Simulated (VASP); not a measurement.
## Cu: relaxation of cell and atoms with PBE

Crystal: Cu.

```
Cu
1.0
     0.00000    1.61316    1.61316
     1.61316    0.00000    1.61316
     1.61316    1.61316    0.00000
Cu
1
Direct
  0.00000 0.00000 0.00000
```

```
Program                : VASP 6.6.1
Task                   : relaxation of cell and atoms
Functional             : PBE
Potentials or basis    : VASP PAW PBE potentials, release 64 (Cu)
Cutoff                 : 600 eV
k mesh                 : 20 × 20 × 20
Occupations            : fermi-dirac, width 0.05 eV
Spin                   : no spin polarisation
Target pressure        : 120 GPa
Dipole correction      : no
Further INCAR settings : ALGO = Normal; EDIFF = 1e-06; IBRION = 2; EDIFFG = -0.005; NSW = 32; ISIF = 3
```

```json
{
  "Relaxed volume": "8.41 Å³/atom",
  "Relaxed cell": "a = 2.282 Å, b = 2.282 Å, c = 2.282 Å, α = 60.00°, β = 60.00°, γ = 60.00°",
  "Space group after relaxing (to 0.05 Å)": "Fm-3m (No. 225)",
  "Energy change on relaxing (the enthalpy is what falls)": "-8.4 meV/atom",
  "Ionic steps": "5",
  "Pressure after relaxing": "120.1 GPa"
}
```

The path:
| step | energy change (eV) | largest force (eV/Å) | pressure (GPa) | volume (Å³) |
| --- | --- | --- | --- | --- |
| 1 | 0.0000 | 0.0000 | 120.97 | 8.40 |
| 2 | -0.0460 | 0.0000 | 116.68 | 8.46 |
| 3 | -0.0086 | 0.0000 | 119.89 | 8.41 |
| 4 | -0.0077 | 0.0000 | 120.33 | 8.41 |
| 5 | -0.0084 | 0.0000 | 120.06 | 8.41 |

Final structure:
```yaml
crystal:
  lattice:
    - [0.00000, 1.61387, 1.61387]
    - [1.61387, 0.00000, 1.61387]
    - [1.61387, 1.61387, 0.00000]
  atoms:
    - { symbol: Cu, position: [0.00000, 0.00000, 0.00000] }
```

Levels at points of the mesh, in eV from the Fermi level:
| k point | band 3 | band 4 | band 5 | band 6 | band 7 | band 8 | band 9 |
| --- | --- | --- | --- | --- | --- | --- | --- |
| (0.00, 0.00, 0.00) | -4.46 | -4.46 | -3.07 | -3.07 | 25.04 | 30.51 | 30.51 |
| (0.50, 0.00, 0.00) | -4.54 | -2.22 | -2.12 | -2.12 | 5.73 | 23.38 | 27.74 |
| (0.50, 0.50, 0.00) | -2.14 | -1.87 | -1.87 | 1.15 | 9.71 | 15.86 | 15.86 |

Wall time 73 s on 1 thread of Intel Xeon 8259CL, with other jobs on the host, peak memory 0.14 GiB.

Caveat: the cell is relaxed towards a set pressure, so the enthalpy falls and the energy may rise.
